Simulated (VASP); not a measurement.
Input of a VASP 6.6.1 run:

Contents of POSCAR:

```
MgS
1.0
    0.0000000000      2.5972331884      2.5972331884
    2.5972331884      0.0000000000      2.5972331884
    2.5972331884      2.5972331884      0.0000000000
Mg S
1 1
Direct
    0.0000000000      0.0000000000      0.0000000000
    0.5000000000      0.5000000000      0.5000000000
```

INCAR.step1

```
SYSTEM = MgS
PREC = Accurate
ENCUT = 520
EDIFF = 1E-5
ISMEAR = -1
SIGMA = 0.02
LREAL = .False.
LASPH = .True.
NELM = 100
ALGO = Normal
ISIF = 2
LWAVE = .True.
LCHARG = .False.
NBANDS = 11
GGA = PE
```

The input INCAR.step2:

```
SYSTEM = MgS
PREC = Accurate
ENCUT = 520
EDIFF = 1E-6
ISMEAR = -1
SIGMA = 0.02
LREAL = .False.
LASPH = .True.
NELM = 100
ALGO = Normal
ISIF = 2
LWAVE = .False.
LCHARG = .False.
GGA = PE
LHFCALC = .True.
HFSCREEN = 0.2079
PRECFOCK = Normal
NBANDS = 11
ISTART = 1
```

Contents of KPOINTS:

```
Automatic mesh
0
Gamma
  6 6 6
  0 0 0
```

Potentials or basis: VASP PAW PBE potentials, release 64 (Mg, S).

Run with:

```sh
$ cat potpaw_PBE.64/Mg/POTCAR potpaw_PBE.64/S/POTCAR > POTCAR
$ cp INCAR.step1 INCAR
$ mpirun -np 1 vasp_std > vasp.out
$ cp INCAR.step2 INCAR
$ mpirun -np 1 vasp_std > vasp.out
```

Problem. What does it give for the pressure?

Solution. -0.3 GPa.

Problem. What does it give for the band gap on the k mesh?

Solution. 3.76 eV (least direct gap 4.84 eV).

Caveat: the PAW data sets were made with another functional, which shifts forces and pressure a little. A k mesh can miss the band edges.
